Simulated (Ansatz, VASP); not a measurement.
# Mg3Te2O: VASP beside Ansatz

```xyz
6
Lattice="4.2427 0.0000 0.0000 -2.1214 3.6743 0.0000 0.0000 0.0000 7.9292" Properties=species:S:1:pos:R:3 pbc="T T T"
Mg    0.0000    0.0000    3.9646
Mg    0.0000    2.4495    0.0000
Mg    0.0000    2.4495    3.9646
Te    2.1214    1.2248    1.9670
Te    2.1214    1.2248    5.9622
O     0.0000    0.0000    0.0000
```

Change from the starting cell: species swapped into the Ce2CuGe3 type (P-6m2, No. 187).

Alike in both runs: task single point; functional PBE; k mesh 6 × 6 × 2; occupations gaussian, width 0.1 eV; no spin polarisation.

|  | VASP | Ansatz |
| --- | --- | --- |
| version | VASP 6.6.1 | Ansatz 0.2.0 |
| potentials or method | VASP PAW PBE potentials, release 64 (Mg, Te, O), cutoff 520 eV | scalar-relativistic, plane waves, PAW |
| valence electrons in the cell | 24 | 68 |

|  | VASP | Ansatz | Ansatz less VASP |
| --- | --- | --- | --- |
| gap on the k mesh at the Fermi level (eV) | none | none | - |
| pressure (GPa) | 1.5 | 1.6 | +0.09 |
| traceless stress, the component that is largest in VASP (GPa) | -1.23 | -1.22 | +0.007 |
| rms of the force components (eV/Å) | 0.452 | 0.455 | +0.0038 |

Atom by atom the forces differ by 0.004 eV/Å (rms over components). A gap of «none» marks a metal or a gap that the smearing closes. With one functional, cell and mesh, what is left measures potentials, basis and numerics. VASP's potentials hold 24 valence electrons a cell and Ansatz's 68, so a difference there can come from the potentials and not from the codes.

The k mesh is coarse, so the values compare programs but aren't converged. Spin-orbit coupling is off throughout.
